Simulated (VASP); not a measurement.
# HW16Cl in VASP: further runs

Runs on HW16Cl. Level: PBE+D3(BJ). Tasks: single point.

Program: VASP 6.6.1. These are calculated values, not measurements. Logs are shortened: lines on timing, memory, paths and dates and some standing lists are left out, and cuts for length are marked.

## Step 1: The cell of the first run

The cell holds a slab with vacuum, 18 atoms: a = 6.320 Å, b = 6.320 Å, c = 17.740 Å, α = 90.00°, β = 90.00°, γ = 90.00°.

## Step 2: Single point, PBE+D3(BJ)

File INCAR:

```
SYSTEM = HW16Cl
  ALGO = Normal
  EDIFF = 1E-6
  ENCUT = 400
  GGA = PE
  GGA_COMPAT = .FALSE.
  ISIF = 2
  ISMEAR = -1
  IVDW = 12
  LASPH = .TRUE.
  LCHARG = .TRUE.
  LELF = .TRUE.
  LREAL = .FALSE.
  LVHAR = .TRUE.
  LWAVE = .FALSE.
  NBANDS = 131
  NELM = 120
  NELMDL = -8
  PREC = Accurate
  SIGMA = 0.15
```

File KPOINTS:

```
k-points
0
G
  2 2 1
  0 0 0
```

File POSCAR:

```
HW16Cl
1.0
    6.3200000000      0.0000000000      0.0000000000
    0.0000000000      6.3200000000      0.0000000000
    0.0000000000      0.0000000000     17.7400000000
W Cl H
16 1 1
Direct
    0.2500000000      0.2500000000      0.0563697858
    0.7500000000      0.2500000000      0.0563697858
    0.2500000000      0.7500000000      0.0563697858
    0.7500000000      0.7500000000      0.0563697858
   -0.0044145570      0.0045569620      0.1319278467
    0.4943670886     -0.0039715190      0.1347406990
   -0.0006487342      0.4972468354      0.1300450958
    0.4973417722      0.5022626582      0.1367869222
    0.2396993671      0.2539715190      0.2237936866
    0.7527689873      0.2401582278      0.2278015784
    0.2563449367      0.7607278481      0.2325930101
    0.7311708861      0.7564082278      0.2241431793
    0.0162974684     -0.0006645570      0.3139233371
    0.4974525316      0.0372310127      0.3110428410
   -0.0083227848      0.5069303797      0.3128297632
    0.4868037975      0.4789556962      0.3025422773
    1.0168829114      0.7796993671      0.4163246900
    1.7418512658      0.0194936709      0.3842502818
```

Potentials or basis: VASP PAW PBE potentials, release 64 (W_sv, Cl, H).

Command:

```bash
> cat potpaw_PBE.64/W_sv/POTCAR potpaw_PBE.64/Cl/POTCAR potpaw_PBE.64/H/POTCAR > POTCAR
> mpirun -np 1 vasp_std > vasp.out
```

OUTCAR:

```text
SYSTEM = HW16Cl
   EDIFF = 1E-6
   ENCUT = 400
   GGA = PE
   ISIF = 2
   ISMEAR = -1
   IVDW = 12
   LASPH = .TRUE.
   LREAL = .FALSE.
   NELM = 120
   NELMDL = -8
   PREC = Accurate
 IVDW          = 12

 ion  position               nearest neighbor table
   1  0.250  0.250  0.056-   7 2.58   5 2.61   6 2.63   8 2.65   9 2.97   3 3.16   2 3.16   3 3.16
                             2 3.16
   2  0.750  0.250  0.056-   5 2.57   7 2.58   6 2.67   8 2.67  10 3.04   4 3.16   1 3.16   4 3.16
                             1 3.16
   3  0.250  0.750  0.056-   6 2.60   7 2.60   8 2.63   5 2.64  11 3.13   4 3.16   1 3.16   1 3.16
                             4 3.16
   4  0.750  0.750  0.056-   7 2.60   5 2.61   6 2.64   8 2.65  12 2.98   3 3.16   2 3.16   2 3.16
                             3 3.16
   5  0.996  0.005  0.132-   2 2.57   1 2.61   4 2.61   3 2.64  10 2.73   9 2.74  12 2.82  11 2.88
                             7 3.11   6 3.15   6 3.17   7 3.21  13 3.23
   6  0.494  0.996  0.135-   3 2.60   1 2.63   4 2.64  12 2.65   2 2.67  11 2.74   9 2.78  10 2.79
                             8 3.12  14 3.14   5 3.15   5 3.17   8 3.20
   7  0.999  0.497  0.130-   2 2.58   1 2.58   4 2.60   3 2.60   9 2.73  10 2.84  12 2.89  11 2.95
                             5 3.11   8 3.15   8 3.18   5 3.21  15 3.24
   8  0.497  0.502  0.137-   3 2.63   1 2.65   4 2.65   2 2.67  12 2.68   9 2.74  11 2.81  10 2.82
                            16 2.94   6 3.12   7 3.15   7 3.18   6 3.20
   9  0.240  0.254  0.224-  16 2.53  14 2.63  13 2.67   7 2.73   8 2.74  15 2.74   5 2.74   6 2.78
                             1 2.97  10 3.08  11 3.12  11 3.21  10 3.24
  10  0.753  0.240  0.228-  14 2.54  16 2.62  15 2.72  13 2.72   5 2.73   6 2.79   8 2.82   7 2.84
                             2 3.04  12 3.06   9 3.08   9 3.24  12 3.27
  11  0.256  0.761  0.233-  13 2.58  16 2.61  14 2.70  15 2.72   6 2.74   8 2.81   5 2.88   7 2.95
                            12 3.00   9 3.12   3 3.13   9 3.21  12 3.32
  12  0.731  0.756  0.224-   6 2.65   8 2.68  16 2.72  15 2.77  14 2.78   5 2.82  13 2.85   7 2.89
                             4 2.98  11 3.00  10 3.06  10 3.27  11 3.32
  13  0.016  0.999  0.314-  18 2.14  17 2.29  11 2.58   9 2.67  10 2.72  12 2.85  14 3.05  15 3.12
                            15 3.21   5 3.23  14 3.29
  14  0.497  0.037  0.311-  18 2.02  10 2.54   9 2.63  11 2.70  12 2.78  16 2.80  13 3.05   6 3.14
                            13 3.29
  15  0.992  0.507  0.313-  17 2.52  11 2.72  10 2.72   9 2.74  12 2.77  13 3.12  16 3.14  16 3.20
                            13 3.21   7 3.24
  16  0.487  0.479  0.303-   9 2.53  11 2.61  10 2.62  12 2.72  14 2.80   8 2.94  15 3.14  15 3.20

  17  0.017  0.780  0.416-  13 2.29  15 2.52
  18  0.742  0.019  0.384-  14 2.02  13 2.14

  LATTYP: Found a simple tetragonal cell.
 ALAT       =     6.3200000000
 C/A-ratio  =     2.8069620253

  Lattice vectors:

 A1 = (   6.3200000000,   0.0000000000,   0.0000000000)
 A2 = (   0.0000000000,   6.3200000000,   0.0000000000)
 A3 = (   0.0000000000,   0.0000000000,  17.7400000000)

Analysis of symmetry for initial positions (statically):
=====================================================================
 Subroutine PRICEL returns:
 Original cell was already a primitive cell.

 Routine SETGRP: Setting up the symmetry group for a
 simple tetragonal supercell.

 Subroutine GETGRP returns: Found  1 space group operations
 (whereof  1 operations were pure point group operations)
 out of a pool of 16 trial point group operations.

The static configuration has the point symmetry C_1 .

Analysis of symmetry for dynamics (positions and initial velocities):
=====================================================================
 Subroutine PRICEL returns:
 Original cell was already a primitive cell.

 Routine SETGRP: Setting up the symmetry group for a
 simple tetragonal supercell.

 Subroutine GETGRP returns: Found  1 space group operations
 (whereof  1 operations were pure point group operations)
 out of a pool of 16 trial point group operations.

The dynamic configuration has the point symmetry C_1 .

 Subroutine INISYM returns: Found  1 space group operations
 (whereof  1 operations are pure point group operations),
 and found     1 'primitive' translations

----------------------------------------------------------------------------------------

                                     Primitive cell

  volume of cell :     708.5782

  direct lattice vectors                    reciprocal lattice vectors
[... 49 lines left out ...]

 KPOINTS: k-points

Automatic generation of k-mesh.
 Grid dimensions read from file:
 generate k-points for:    2    2    1

 Generating k-lattice:

  Cartesian coordinates                     Fractional coordinates (reciprocal lattice)
     0.079113924  0.000000000  0.000000000     0.500000000  0.000000000  0.000000000
     0.000000000  0.079113924  0.000000000     0.000000000  0.500000000  0.000000000
     0.000000000  0.000000000  0.056369786     0.000000000  0.000000000  1.000000000

  Length of vectors
     0.079113924  0.079113924  0.056369786

  Shift w.r.t. Gamma in fractional coordinates (k-lattice)
     0.000000000  0.000000000  0.000000000

 Subroutine IBZKPT returns following result:
 ===========================================

 Found      4 irreducible k-points:

 Following reciprocal coordinates:
            Coordinates               Weight
  0.000000  0.000000  0.000000      1.000000
  0.500000  0.000000  0.000000      1.000000
  0.000000  0.500000  0.000000      1.000000
  0.500000  0.500000  0.000000      1.000000
   k-points           NKPTS =      4   k-points in BZ     NKDIM =      4   number of bands    NBANDS=    131
   number of dos      NEDOS =    301   number of ions     NIONS =     18
   total plane-waves  NPLWV = 211680
   dimension x,y,z NGX =    42 NGY =   42 NGZ =  120
   dimension x,y,z NGXF=    84 NGYF=   84 NGZF=  240
   ions per type =              16   1   1
   NGX,Y,Z   is equivalent  to a cutoff of  11.05, 11.05, 11.25 a.u.
   NGXF,Y,Z  is equivalent  to a cutoff of  22.10, 22.10, 22.49 a.u.
 SYSTEM =  HW16Cl
   PREC   = accura    normal or accurate (medium, high low for compatibility)
   ISTART =      0    job   : 0-new  1-cont  2-samecut
   ICHARG =      2    charge: 1-file 2-atom 10-const
   ISPIN  =      1    spin polarized calculation?
   LNONCOLLINEAR =      F non collinear calculations
   LSORBIT =      F    spin-orbit coupling
   LASPH  =      T    aspherical Exc in radial PAW
   ENCUT  =  400.0 eV  29.40 Ry    5.42 a.u.  10.31 10.31 28.93*2*pi/ulx,y,z
   NELM   =    120;   NELMIN=  2; NELMDL= -8     # of ELM steps
   EDIFF  = 0.1E-05   stopping-criterion for ELM
   LREAL  =      F    real-space projection
   EDIFFG = 0.1E-04   stopping-criterion for IOM
   NSW    =      0    number of steps for IOM
   IBRION =     -1    ionic relax: 0-MD 1-quasi-New 2-CG
   NFREE  =      0    steps in history (QN), initial steepest desc. (CG)
   ISIF   =      2    stress and relaxation
   ISYM   =      2    0-nonsym 1-usesym 2-fastsym
   POTIM  = 0.5000    time-step for ionic-motion
   TEBEG  =    0.0;   TEEND  =   0.0 temperature during run
   PSTRESS=    0.0 pullay stress
   NELECT =     232.0000    total number of electrons
   NUPDOWN=      -1.0000    fix difference up-down
   EMIN   =  10.00;   EMAX   =-10.00  energy-range for DOS
   EFERMI =   0.00;   METHOD = LEGACY
   ISMEAR =    -1;   SIGMA  =   0.15  broadening in eV -4-tet -1-fermi 0-gaus
   EFERMI_NEDOS =   21; number of points for ismear=-14 and -15
   IALGO  =     38    algorithm
   IMIX   =      4    mixing-type and parameters
     AMIX     =   0.40;   BMIX     =  1.00
     AMIX_MAG =   1.60;   BMIX_MAG =  1.00
  volume/ion in A,a.u.               =      39.37       265.65
  Fermi-wavevector in a.u.,A,eV,Ry     =   1.128344  2.132261 17.322399  1.273160
  Thomas-Fermi vector in A             =   2.265034
   LORBIT       =      0    0 simple, 1 ext, 2 COOP (PROOUT), +10 PAW based schemes
   GGA     = PE    functional components
   LHFCALC =     F    Hartree Fock is set to
   AEXX    =    0.0000 exact exchange contribution
   IVDW    =    12    specifies the selected vdW correction
   LEPSILON=     F    determine dielectric tensor
   LRPA    =     F    only Hartree local field effects (RPA)
 non-spin polarized calculation
  energy-cutoff  :      400.00
  volume of cell :      708.58
 maximum number of plane-waves:     12933
 NGX is ok and might be reduce to    42
   NGX = 21   NGY = 21   NGZ = 57

 number of electron     231.9999984 magnetization

 Free energy of the ion-electron system (eV)
  ---------------------------------------------------
  ext. energy  EPLUGINS =         0.00000000
  ---------------------------------------------------
  free energy    TOTEN  =      -196.10705386 eV

  energy without entropy =     -194.88932788  energy(sigma->0) =     -195.49819087

 E-fermi :   1.6790     XC(G=0):  -6.3741

 val. band max:        1.6644832322   @ k =   0.5000   0.0000   0.0000
 cond. band min:       1.7033976184   @ k =   0.0000   0.5000   0.0000
 fundamental gap:      0.0389143862
 Fermi energy:         1.6789772342

 k-point     1 :       0.0000    0.0000    0.0000
  band No.  band energies     occupation
      1     -72.2658      2.00000
      2     -72.2123      2.00000
      3     -72.1760      2.00000
      4     -72.1205      2.00000
      5     -72.0892      2.00000
      6     -72.0690      2.00000
[... 513 lines left out ...]
    127       3.0719      0.00019
    128       3.2593      0.00005
 [bands above 128 left out]

------------------------ aborting loop because EDIFF is reached ----------------------------------------

 Edisp (eV)   -7.24581

 E8    (eV) :    -3.8222

  FORCE on cell =-STRESS in cart. coord.  units (eV):
  Direction    XX          YY          ZZ          XY          YZ          ZX
  --------------------------------------------------------------------------------------
  -------------------------------------------------------------------------------------
  Total     -13.33341    -9.10870     8.36243    -0.79544    -4.18886     0.50408
  in kB     -30.14838   -20.59582    18.90842    -1.79857    -9.47149     1.13978
  external pressure =      -10.61 kB  Pullay stress =        0.00 kB

 VOLUME and BASIS-vectors are now :
 -----------------------------------------------------------------------------
  energy-cutoff  :      400.00
  volume of cell :      708.58
      direct lattice vectors                 reciprocal lattice vectors
     6.320000000  0.000000000  0.000000000     0.158227848  0.000000000  0.000000000
     0.000000000  6.320000000  0.000000000     0.000000000  0.158227848  0.000000000
     0.000000000  0.000000000 17.740000000     0.000000000  0.000000000  0.056369786

 POSITION                                       TOTAL-FORCE (eV/Angst)
 -----------------------------------------------------------------------------------
      1.58000      1.58000      1.00000         0.252805      0.064369     -0.991052
      4.74000      1.58000      1.00000        -0.430985      0.010733     -0.727226
      1.58000      4.74000      1.00000         0.120230     -0.012265     -0.482598
      4.74000      4.74000      1.00000        -0.340530     -0.037586     -0.784058
      6.29210      0.02880      2.34040         0.201508     -0.783985      1.006765
      3.12440      6.29490      2.39030         0.126352      0.658134     -0.029489
[... 10 lines left out ...]
      0.10670      4.92770      7.38560         0.507615     -1.807085      1.661167
      4.68850      0.12320      6.81660        -0.542934      0.301296     -1.059778
 -----------------------------------------------------------------------------------
    total drift:                                0.000399      0.000443      0.000140

  FREE ENERGIE OF THE ION-ELECTRON SYSTEM (eV)
  ---------------------------------------------------
  free  energy   TOTEN  =      -203.3528638108 eV

  energy  without entropy=     -202.1351378313  energy(sigma->0) =     -202.74400082
```

It took 9.2 min on 1 thread of Oxide Virtual Turin-like, shared host; peak memory 0.52 GiB.

What came out:

- Free energy: -203.3529 eV
- Largest force: 2.581 eV/Å
- Band gap on the k mesh: zero (bands 116 and 117 overlap by 0.35 eV)
- Dispersion energy per atom: -0.403 eV

Forces on the atoms (eV/Å):
```
W    0.253  0.064 -0.991
W   -0.431  0.011 -0.727
W    0.120 -0.012 -0.483
W   -0.341 -0.038 -0.784
W    0.202 -0.784  1.007
W    0.126  0.658 -0.029
W   -0.311  0.661  1.512
W    0.010 -0.330 -1.121
W    0.116  0.488  0.796
W   -0.064  1.280 -0.468
W   -1.129 -0.870 -1.100
W    1.828 -0.660  1.699
W   -1.709  1.395 -0.643
W    0.754 -1.200  0.730
W    0.231  0.288 -1.151
W    0.380  0.553  1.153
Cl   0.508 -1.807  1.661
H   -0.543  0.301 -1.060
```

Levels at points of the mesh, in eV from the Fermi level:
```
           k point  band 114  band 115  band 116  band 117  band 118  band 119  band 120  band 121
(0.00, 0.00, 0.00)     -0.18     -0.08      0.25      0.46      0.50      0.78      0.86      1.03
(0.50, 0.00, 0.00)     -0.26     -0.22     -0.15     -0.05     -0.01      0.51      0.67      0.70
(0.00, 0.50, 0.00)     -0.33     -0.20     -0.15     -0.10      0.02      0.57      0.67      0.68
(0.50, 0.50, 0.00)     -0.22     -0.14     -0.11     -0.10     -0.09      0.08      0.27      0.44
```

Caveat: the k points lie up to 0.50 Å⁻¹ apart; there is no dipole correction, which matters where the two faces differ; spin-orbit coupling is left out, which moves the levels of the heavy elements.

## Step 3: Single point, PBE+D3(BJ)

File INCAR:

```
SYSTEM = HW16Cl
PREC     = Accurate       ! precision mode
ENCUT    = 400            ! plane-wave cutoff, eV
EDIFF    = 1E-6           ! SCF threshold, eV
ISMEAR   = -1             ! smearing method
SIGMA    = 0.15           ! smearing width, eV
LREAL    = .FALSE.        ! projectors in reciprocal space
LASPH    = .TRUE.         ! aspherical terms in the spheres
NELM     = 120            ! most SCF steps
ALGO     = Normal         ! electronic algorithm
ISIF     = 2              ! what is computed and relaxed
LWAVE    = .FALSE.        ! write WAVECAR
LCHARG   = .TRUE.         ! write CHGCAR
GGA      = PE             ! functional
IVDW     = 12             ! dispersion correction
LELF     = .TRUE.         ! ELF
LVHAR    = .TRUE.       
NBANDS   = 131            ! bands
GGA_COMPAT= .FALSE.      
NELMDL   = -8
```

File KPOINTS:

```
Automatic mesh
0
G
  2 2 1
  0 0 0
```

File POSCAR:

```
HW16Cl
1.0
    6.3200000000      0.0000000000      0.0000000000
    0.0000000000      6.3200000000      0.0000000000
    0.0000000000      0.0000000000     17.7400000000
W Cl H
16 1 1
Direct
    0.2500000000      0.2500000000      0.0563697858
    0.7500000000      0.2500000000      0.0563697858
    0.2500000000      0.7500000000      0.0563697858
    0.7500000000      0.7500000000      0.0563697858
   -0.0230537975      0.0077215190      0.1387373168
    0.4871518987      0.0115189873      0.1396505073
    0.0056645570      0.5110443038      0.1298478016
    0.4833544304      0.4995094937      0.1335963923
    0.2567879747      0.2541455696      0.2249718151
    0.7484651899      0.2616772152      0.2273337091
    0.2546677215      0.7788132911      0.2331454340
    0.7243037975      0.7537025316      0.2176155581
    0.0096202532      0.0030537975      0.3036978579
    0.5099208861      0.0258702532      0.3112119504
   -0.0011075949      0.5179113924      0.3099492672
    0.4774683544      0.4987500000      0.3050281849
    0.9928322785      0.7524841772      0.4245208568
    1.6847151899      0.0551424051      0.3865388952
```

Potentials or basis: VASP PAW PBE potentials, release 64 (W_sv, Cl, H).

Command:

```bash
> cat potpaw_PBE.64/W_sv/POTCAR potpaw_PBE.64/Cl/POTCAR potpaw_PBE.64/H/POTCAR > POTCAR
> mpirun -np 1 vasp_std > vasp.out
```

Run time: 11 min. Hardware: 1 thread of Oxide Virtual Turin-like, shared host; peak memory 0.52 GiB.

Results (log left out):

```yaml
Free_energy: -202.7439 eV
Largest_force: 3.859 eV/Å
Band_gap_on_the_k_mesh: zero (bands 116 and 117 overlap by 0.43 eV)
Dispersion_energy_per_atom: -0.403 eV
```

Forces on the atoms (eV/Å):
```
W   -0.463 -0.389 -0.621
W   -0.221  0.173 -0.421
W    0.053  0.994 -0.368
W   -0.536  0.155 -0.686
W    1.771 -0.029 -1.583
W    0.463 -0.530 -2.346
W   -1.010 -0.543  1.238
W    1.253  0.595 -0.633
W   -1.783  1.317  1.317
W    0.243  0.420  0.208
W   -0.853 -2.620 -1.874
W    1.733 -0.225  3.441
W   -1.833  0.674  2.393
W   -0.085 -0.068  0.208
W    0.054  0.410 -0.324
W    0.495  0.032  0.639
Cl   0.171 -0.340 -0.820
H    0.548 -0.028  0.232
```

Levels at points of the mesh, in eV from the Fermi level:
```
           k point  band 112  band 113  band 114  band 115  band 116  band 117  band 118  band 119  band 120  band 121
(0.00, 0.00, 0.00)     -0.28     -0.24     -0.15     -0.02      0.31      0.35      0.52      0.84      0.90      0.95
(0.50, 0.00, 0.00)     -0.49     -0.41     -0.27     -0.18     -0.10      0.01      0.04      0.46      0.66      0.70
(0.00, 0.50, 0.00)     -0.47     -0.37     -0.30     -0.17     -0.12      0.02      0.10      0.34      0.65      0.72
(0.50, 0.50, 0.00)     -0.82     -0.59     -0.31     -0.21     -0.18     -0.12     -0.11     -0.07      0.20      0.33
```

Caveat: the k points lie up to 0.50 Å⁻¹ apart; the atoms stand as in a frame of molecular dynamics; there is no dipole correction, which matters where the two faces differ; spin-orbit coupling is left out, which moves the levels of the heavy elements.

The gap in the log of VASP goes by the Fermi energy; the results here count the filled bands.